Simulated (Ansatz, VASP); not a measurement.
## Al5P2: VASP beside Ansatz

```xyz
7
Lattice="5.1025 0.0000 0.0000 -2.5512 4.4189 0.0000 0.0000 0.0000 5.6102" Properties=species:S:1:pos:R:3 pbc="T T T"
Al    0.0000    0.0000    0.0000
Al    0.0000    2.9459    4.6838
Al    0.0000    2.9459    0.9264
Al    2.5512    1.4730    0.9264
Al    2.5512    1.4730    4.6838
P     0.0000    0.0000    1.7697
P     0.0000    0.0000    3.8405
```

Alike in both runs: task relaxation of cell and atoms; functional PBE; k mesh 4 × 4 × 3; occupations gaussian, width 0.2 eV; no spin polarisation.

|  | VASP | Ansatz |
| --- | --- | --- |
| version | VASP 6.6.1 | Ansatz 0.2.0 |
| potentials or method | VASP PAW PBE potentials, release 64 (Al, P), cutoff 500 eV | scalar-relativistic, plane waves, PAW |
| valence electrons in the cell | 25 | 25 |

Ansatz gave:

```
gap on the k mesh at the Fermi level, each at its own relaxed structure (eV) : none
relaxed volume (Å³/atom)                                                     : 18.40
relaxed cell length with the largest relative difference (Å)                 : 6.670
```

Question: Estimate VASP's values.

Answer: gap on the k mesh at the Fermi level, each at its own relaxed structure (eV): none; relaxed volume (Å³/atom): 19.15; relaxed cell length with the largest relative difference (Å): 8.041.

A gap of «none» marks a metal or a gap that the smearing closes. One of these differences is far larger than is usual between the two programs; its cause wasn't traced.

The k mesh is coarse, so the values compare programs but aren't converged.
